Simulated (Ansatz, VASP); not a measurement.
One calculation of GeSb3O2, two programs

File INCAR:

```
SYSTEM = GeSb3O2
  PREC = Accurate
  ENCUT = 520
  EDIFF = 1E-6
  ISMEAR = 0
  SIGMA = 0.1
  LREAL = .FALSE.
  LASPH = .TRUE.
  NELM = 60
  ALGO = Normal
  ISIF = 2
  LWAVE = .FALSE.
  LCHARG = .FALSE.
  GGA = PE
  NBANDS = 30
```

Contents of KPOINTS:

```
regular mesh
0
G
  4 4 2
  0 0 0
```

The input POSCAR:

```
GeSb3O2
1.0
    3.8501375900      0.0000000000      0.0000000000
    0.0000000000      3.8501375900      0.0000000000
    0.0000000000      0.0000000000      8.4978762000
Ge Sb O
1 3 2
Direct
    0.0000000000      0.0000000000      0.0000000000
    0.5000000000      0.5000000000      0.0000000000
    0.0000000000      0.5000000000      0.3835000100
    0.5000000000      0.0000000000      0.6164999900
    0.0000000000      0.5000000000      0.7365000200
    0.5000000000      0.0000000000      0.2634999800
```

Input for Ansatz:

```yaml
crystal:
  lattice:
    - [3.85013759, 0.0, 0.0]
    - [0.0, 3.85013759, 0.0]
    - [0.0, 0.0, 8.4978762]
  atoms:
    - { symbol: Ge, position: [0.0, 0.0, 0.0] }
    - { symbol: Sb, position: [0.5, 0.5, 0.0] }
    - { symbol: Sb, position: [0.0, 0.5, 0.38350001] }
    - { symbol: Sb, position: [0.5, 0.0, 0.61649999] }
    - { symbol: O, position: [0.0, 0.5, 0.73650002] }
    - { symbol: O, position: [0.5, 0.0, 0.26349998] }
basis:
  ecutwfc: 420
kpoints:
  mp_grid: { grid: [4, 4, 2] }
hamiltonian:
  xc: pbe
scf:
  occupations: { method: gaussian, width: 0.1 }
  lower_state_search: "off"
output:
  forces: true
  stress: true
  eigenvalues: true
```

Change from the starting cell: species swapped into the Zr2CuSb3 type (P-4m2, No. 115).

Alike in both runs: task single point; functional PBE; k mesh 4 × 4 × 2; occupations gaussian, width 0.1 eV; no spin polarisation.

|  | VASP | Ansatz |
| --- | --- | --- |
| version | VASP 6.6.1 | Ansatz 0.2.0 |
| potentials or method | VASP PAW PBE potentials, release 64 (Ge_d, Sb, O), cutoff 520 eV | scalar-relativistic, plane waves, PAW |
| valence electrons in the cell | 41 | 71 |

```csv
,VASP,Ansatz,Ansatz less VASP
gap on the k mesh at the Fermi level (eV),none,none,-
pressure (GPa),-7.2,-7.0,+0.22
"traceless stress, the component that is largest in VASP (GPa)",-1.50,-1.48,+0.014
rms of the force components (eV/Å),0.202,0.202,-0.0002
```

Atom by atom the forces differ by 0.002 eV/Å (rms over components). A gap of «none» marks a metal or a gap that the smearing closes. VASP's potentials hold 41 valence electrons a cell and Ansatz's 71, so a difference there can come from the potentials and not from the codes.

The k mesh is coarse, so the values compare programs but aren't converged. Spin-orbit coupling is off throughout.
